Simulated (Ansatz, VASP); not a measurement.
Rh: VASP beside Ansatz

Contents of INCAR:

```
SYSTEM = Rh
ALGO = Normal
EDIFF = 1E-7
ENCUT = 520
GGA = PS
ISIF = 2
ISMEAR = -1
LASPH = .True.
LCHARG = .True.
LELF = .True.
LREAL = .False.
LVHAR = .True.
LWAVE = .False.
NBANDS = 14
NELM = 60
PREC = Accurate
SIGMA = 0.05
```

File KPOINTS:

```
k-points
0
Gamma
  17 17 17
  0 0 0
```

POSCAR

```
Rh
1.0
    0.0000000000      1.6939703119      1.6939703119
    1.6939703119      0.0000000000      1.6939703119
    1.6939703119      1.6939703119      0.0000000000
Rh
1
Direct
    0.0000000000      0.0000000000      0.0000000000
```

Input for Ansatz:

```yaml
crystal:
  lattice:
    - [0.0, 1.6939703119, 1.6939703119]
    - [1.6939703119, 0.0, 1.6939703119]
    - [1.6939703119, 1.6939703119, 0.0]
  atoms:
    - { symbol: Rh, position: [0.0, 0.0, 0.0] }
kpoints:
  mp_grid: { grid: [17, 17, 17] }
scf:
  occupations: { method: fermi_dirac, width: 0.05 }
hamiltonian:
  xc: pbesol
  pseudopotentials: { kind: all_electron, lapw: { basis_error: 0.001 } }
output:
  forces: true
  stress: true
  eigenvalues: true
  populations: true
```

Change from the starting cell: volume scaled by 0.72, LAPW.

Alike in both runs: task single point; functional PBEsol; k mesh 17 × 17 × 17; occupations fermi-dirac, width 0.05 eV; no spin polarisation.

|  | VASP | Ansatz |
| --- | --- | --- |
| version | VASP 6.6.1 | Ansatz 0.2.0 |
| potentials or method | VASP PAW PBE potentials, release 64 (Rh_pv), cutoff 520 eV | all-electron LAPW, scalar-relativistic |

|  | VASP | Ansatz | Ansatz less VASP |
| --- | --- | --- | --- |
| pressure (GPa) | 220.0 | 218.7 | -1.26 |

VASP's potentials were made for PBE, not for PBEsol. Both programs put the cell under a high pressure, so it lies far from rest at this level. Ansatz ran all-electron here, and VASP with PAW potentials.

Noted on VASP's run: the cell as given lies far from equilibrium.
